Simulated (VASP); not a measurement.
Runs of VASP 6.6.1 on Mg. It takes space group Im-3m (No. 229, cubic). The conventional cell has a = 2.953 Å, b = 2.953 Å, c = 2.953 Å, α = 90.00°, β = 90.00°, γ = 90.00°. Mg (site symmetry m-3m) has 14 Mg at 2.56 to 2.95 Å within 3.4 Å. 

```tsv
k mesh	gap on the mesh (eV)	pressure (GPa)
8 × 8 × 8	none	56.7
4 × 4 × 4	none	56.9
13 × 13 × 13	none	56.7
7 × 7 × 7	none	56.7
11 × 11 × 11	none	56.8
5 × 5 × 5	none	(a)
```

Alike in all rows: task single point; level PBE+D3(BJ); potentials or basis VASP PAW PBE potentials, release 64 (Mg); no spin polarisation; cell as given; cutoff (eV) 600; smearing fermi-dirac 0.05 eV.

Problem. Estimate the missing entries.

Solution. (a) 57.8.

Caveats: some runs use coarse meshes; pairwise dispersion overbinds metals, which lowers pressure and volume.

A gap of «none» marks levels without a gap at the run's occupations.
